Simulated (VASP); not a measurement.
# K (Im-3m) in VASP: notebook, part 2 of 2

VASP 6.6.1. The steps go on from the part before.

## Step 3: Single point, PBE

This run uses another cell than the first one, of 90.85 Å³/atom, 1.371 times its volume.

INCAR

```
ALGO     = Normal         # electronic algorithm
EDIFF    = 1E-6           # SCF threshold, eV
ENCUT    = 520            # plane-wave cutoff, eV
GGA      = PE             # functional
ISIF     = 2              # what is computed and relaxed
ISMEAR   = 0              # smearing method
LASPH    = True           # aspherical terms in the spheres
LCHARG   = True           # write CHGCAR
LELF     = True           # ELF
LREAL    = False          # projectors in reciprocal space
LVHAR    = True         
LWAVE    = False          # write WAVECAR
NBANDS   = 20             # bands
NELM     = 100            # most SCF steps
PREC     = Accurate       # precision mode
SIGMA    = 0.1            # smearing width, eV
```

KPOINTS

```
k-points
0
Gamma
  4 4 4
```

POSCAR

```
K
1.0
   -4.0843522228      4.0843522228      4.0843522228
    4.0843522228     -4.0843522228      4.0843522228
    4.0843522228      4.0843522228     -4.0843522228
K
3
Direct
    0.0000000000      0.5000000000      0.5000000000
    0.5000000000      0.0000000000      0.5000000000
    0.5000000000      0.5000000000      0.0000000000
```

Potentials or basis: VASP PAW PBE potentials, release 64 (K_sv).

Launch:

```console
$ cat potpaw_PBE.64/K_sv/POTCAR > POTCAR
$ mpirun -np 1 vasp_std > vasp.out
```

OUTCAR:

```text
EDIFF = 1E-6
   ENCUT = 520
   GGA = PE
   ISIF = 2
   ISMEAR = 0
   LASPH = True
   LREAL = False
   NELM = 100
   PREC = Accurate

 ion  position               nearest neighbor table
   1  0.000  0.500  0.500-
   2  0.500  0.000  0.500-
   3  0.500  0.500  0.000-

  LATTYP: Found a body centered cubic cell.
 ALAT       =     8.1687044456

  Lattice vectors:

 A1 = (  -4.0843522228,   4.0843522228,   4.0843522228)
 A2 = (   4.0843522228,  -4.0843522228,   4.0843522228)
 A3 = (   4.0843522228,   4.0843522228,  -4.0843522228)

Analysis of symmetry for initial positions (statically):
=====================================================================
 Subroutine PRICEL returns:
 Original cell was already a primitive cell.

 Routine SETGRP: Setting up the symmetry group for a
 body centered cubic supercell.

[... 146 lines left out ...]
  ext. energy  EPLUGINS =         0.00000000
  ---------------------------------------------------
  free energy    TOTEN  =        -2.55626796 eV

  energy without entropy =       -2.53406246  energy(sigma->0) =       -2.54516521

 E-fermi :  -0.4361     XC(G=0):  -5.0997

 val. band max:       -0.7061466150   @ k =   0.2500   0.2500   0.2500
 cond. band min:      -0.4265703646   @ k =   0.2500   0.2500   0.0000
 fundamental gap:      0.2795762504
 Fermi energy:        -0.4361361807

 k-point     1 :       0.0000    0.0000    0.0000
  band No.  band energies     occupation
      1     -32.9266      2.00000
      2     -32.9142      2.00000
      3     -32.9142      2.00000
      4     -16.4775      2.00000
      5     -16.4775      2.00000
      6     -16.4775      2.00000
[... 173 lines left out ...]
     19       2.2043      0.00000
     20       2.2043      0.00000

------------------------ aborting loop because EDIFF is reached ----------------------------------------

  FORCE on cell =-STRESS in cart. coord.  units (eV):
  Direction    XX          YY          ZZ          XY          YZ          ZX
  --------------------------------------------------------------------------------------
  -------------------------------------------------------------------------------------
  Total        0.1547610      0.1547610      0.1547610      0.0000000      0.0000000      0.0000000
  in kB        0.9097929      0.9097929      0.9097929      0.0000000      0.0000000      0.0000000
  external PRESSURE =       0.9097929 kB  Pullay stress =       0.0000000 kB

 VOLUME and BASIS-vectors are now :
 -----------------------------------------------------------------------------
  energy-cutoff  :      520.00
  volume of cell :      272.54
      direct lattice vectors                 reciprocal lattice vectors
    -4.084352223  4.084352223  4.084352223     0.000000000  0.122418433  0.122418433
     4.084352223 -4.084352223  4.084352223     0.122418433  0.000000000  0.122418433
     4.084352223  4.084352223 -4.084352223     0.122418433  0.122418433  0.000000000

 POSITION                                       TOTAL-FORCE (eV/Angst)
 -----------------------------------------------------------------------------------
      4.08435      0.00000      0.00000         0.000000      0.000000     -0.000000
      0.00000      4.08435      0.00000         0.000000     -0.000000      0.000000
      0.00000      0.00000      4.08435        -0.000000     -0.000000      0.000000
 -----------------------------------------------------------------------------------
    total drift:                                0.000000      0.000000     -0.000000

  FREE ENERGIE OF THE ION-ELECTRON SYSTEM (eV)
  ---------------------------------------------------
  free  energy   TOTEN  =        -2.5562679594 eV

  energy  without entropy=       -2.5340624561  energy(sigma->0) =       -2.54516521
```

OSZICAR:

```text
N       E                     dE             d eps       ncg     rms          rms(c)
DAV:   1     0.198037772635E+03    0.19804E+03   -0.11143E+04   320   0.103E+03
DAV:   2     0.148228503740E+02   -0.18321E+03   -0.18100E+03   348   0.295E+02
DAV:   3    -0.157762694559E+01   -0.16400E+02   -0.16328E+02   500   0.696E+01
DAV:   4    -0.252110536952E+01   -0.94348E+00   -0.93464E+00   488   0.157E+01
DAV:   5    -0.255088611326E+01   -0.29781E-01   -0.29778E-01   476   0.235E+00    0.279E+00
DAV:   6    -0.255292787361E+01   -0.20418E-02   -0.10651E-02   444   0.625E-01    0.177E+00
DAV:   7    -0.255584236783E+01   -0.29145E-02   -0.10166E-02   476   0.520E-01    0.126E-01
DAV:   8    -0.255616328500E+01   -0.32092E-03   -0.12180E-03   460   0.250E-01    0.456E-02
DAV:   9    -0.255624329672E+01   -0.80012E-04   -0.94790E-05   440   0.565E-02    0.152E-02
DAV:  10    -0.255626591376E+01   -0.22617E-04   -0.21337E-05   384   0.243E-02    0.701E-03
DAV:  11    -0.255626884472E+01   -0.29310E-05   -0.38501E-06   320   0.116E-02    0.381E-03
DAV:  12    -0.255626744128E+01    0.14034E-05   -0.12324E-06   312   0.757E-03    0.209E-03
DAV:  13    -0.255626795938E+01   -0.51810E-06   -0.88713E-08   244   0.193E-03
   1 F= -.25562680E+01 E0= -.25451652E+01  d E =-.222055E-01
```

stdout:

```text
POSCAR found type information on POSCAR K
 POSCAR found :  1 types and       3 ions
 scaLAPACK will be used
 LDA part: xc-table for (Slater+PW92), standard interpolation
 POSCAR, INCAR and KPOINTS ok, starting setup
 FFT: planning ... GRIDC
 FFT: planning ... GRID_SOFT
 FFT: planning ... GRID
 WAVECAR not read
 entering main loop
```

Wall time 100 s (1 thread of Oxide Virtual Turin-like, shared host); peak memory 0.36 GiB.

What came out:

- Free energy: -2.5563 eV
- Pressure: 0.1 GPa

## Step 4: Relaxation of cell and atoms, PBE

INCAR

```
SYSTEM = K
PREC = Accurate
ENCUT = 600
EDIFF = 1E-6
ISMEAR = 0
SIGMA = 0.1
LREAL = .FALSE.
LASPH = .TRUE.
NELM = 60
ALGO = Fast
ISIF = 3
LWAVE = .FALSE.
LCHARG = .FALSE.
GGA = PE
IBRION = 2
NSW = 90
EDIFFG = -0.04
```

KPOINTS

```
regular mesh
0
G
  4 4 4
  0 0 0
```

POSCAR

```
K
1.0
   -3.6761753600      3.6761753600      3.6761753600
    3.6761753600     -3.6761753600      3.6761753600
    3.6761753600      3.6761753600     -3.6761753600
K
3
Direct
    0.0000000000      0.5000000000      0.5000000000
    0.5000000000      0.0000000000      0.5000000000
    0.5000000000      0.5000000000      0.0000000000
```

Launch:

```console
$ cat potpaw_PBE.64/K_sv/POTCAR > POTCAR
$ mpirun -np 1 vasp_std > vasp.out
```

It took 6.6 min on 1 thread of Oxide Virtual Turin-like, shared host; peak memory 0.38 GiB.

The run converged. Its results:

| Quantity | Value |
| --- | --- |
| Free energy | -2.5550 eV |
| Relaxed volume | 93.43 Å³/atom |
| Relaxed cell | a = 7.141 Å, b = 7.141 Å, c = 7.141 Å, α = 109.47°, β = 109.47°, γ = 109.47° |
| Space group after relaxing (to 0.05 Å) | Im-3m (No. 229) |
| Energy gained by relaxing | 87.5 meV/atom |
| Ionic steps | 4 |
| Pressure after relaxing | 0.0 GPa |

The path:
```csv
step,energy change (eV),largest force (eV/Å),pressure (GPa),volume (Å³)
1,0.0000,0.0000,1.29,198.72
2,-0.1055,0.0000,0.89,214.42
3,-0.2539,0.0000,0.16,264.90
4,-0.2626,0.0000,0.03,280.30
```

Final structure:
```
CELL_PARAMETERS angstrom
-4.12275 4.12275 4.12275
4.12275 -4.12275 4.12275
4.12275 4.12275 -4.12275
ATOMIC_POSITIONS crystal
K 0.00000 0.50000 0.50000
K 0.50000 0.00000 0.50000
K 0.50000 0.50000 0.00000
```

Levels at points of the mesh, in eV from the Fermi level:
| k point | band 10 | band 11 | band 12 | band 13 | band 14 | band 15 | band 16 | band 17 |
| --- | --- | --- | --- | --- | --- | --- | --- | --- |
| (0.00, 0.00, 0.00) | -15.91 | -15.91 | -15.91 | -1.92 | 1.44 | 1.44 | 1.44 | 2.41 |
| (0.50, 0.00, 0.00) | -15.94 | -15.94 | -15.91 | -0.87 | -0.57 | 1.14 | 1.18 | 1.47 |
| (0.50, 0.50, 0.50) | -15.91 | -15.91 | -15.91 | 0.07 | 0.07 | 0.45 | 0.45 | 0.76 |

Caveat: the volume moved by over 15 % at a fixed basis, so the end points are rough.

## Step 5: The runs side by side

| task | cell | cutoff (eV) | gap on the mesh (eV) | pressure (GPa) |
| --- | --- | --- | --- | --- |
| single point | a = 6.367 Å, angles 109.5°, 3 atoms | 520 | none | 1.3 |
| single point | a = 7.074 Å, angles 109.5°, 3 atoms | 520 | none | 0.1 |
| relaxation of cell and atoms | relaxed from a = 6.367 Å, angles 109.5°, 3 atoms | 600 | none | 0.0 |

Alike in all rows: level PBE; potentials or basis VASP PAW PBE potentials, release 64 (K_sv); no spin polarisation; k mesh 4 × 4 × 4; smearing gaussian 0.1 eV.

Caveats: the volume moved by over 15 % at a fixed basis, so the end points are rough (some runs).

Absolute energies hang on the potentials; compare differences alone.
